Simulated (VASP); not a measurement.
Here is a VASP 6.6.1 calculation.

File INCAR:

```
ALGO = Normal
EDIFF = 1E-6
ENCUT = 520
GGA = RP
ISIF = 2
ISMEAR = -1
LASPH = T
LCHARG = F
LREAL = F
LWAVE = F
NBANDS = 11
NELM = 60
PREC = Accurate
SIGMA = 0.1
```

Contents of KPOINTS:

```
k-points
0
Gamma
  22 22 22
```

File POSCAR:

```
Pt
1.0
    0.0000000000      1.9701393079      1.9701393079
    1.9701393079      0.0000000000      1.9701393079
    1.9701393079      1.9701393079      0.0000000000
Pt
1
Direct
    0.0000000000      0.0000000000      0.0000000000
```

Potentials or basis: VASP PAW PBE potentials, release 64 (Pt).

The run is started by

```sh
$ cat potpaw_PBE.64/Pt/POTCAR > POTCAR
$ mpirun -np 1 vasp_std > vasp.out
```

Task: What does it give for the band gap on the k mesh?

Result: Zero (band 5 reaches 11.56 eV, above the bottom of band 6 at 9.38 eV).

Task: Estimate the pressure.

Result: 10.0 GPa.

Caveat: the PAW data sets were made with another functional, which shifts forces and pressure a little; spin-orbit coupling is left out, which moves the levels of the heavy elements.
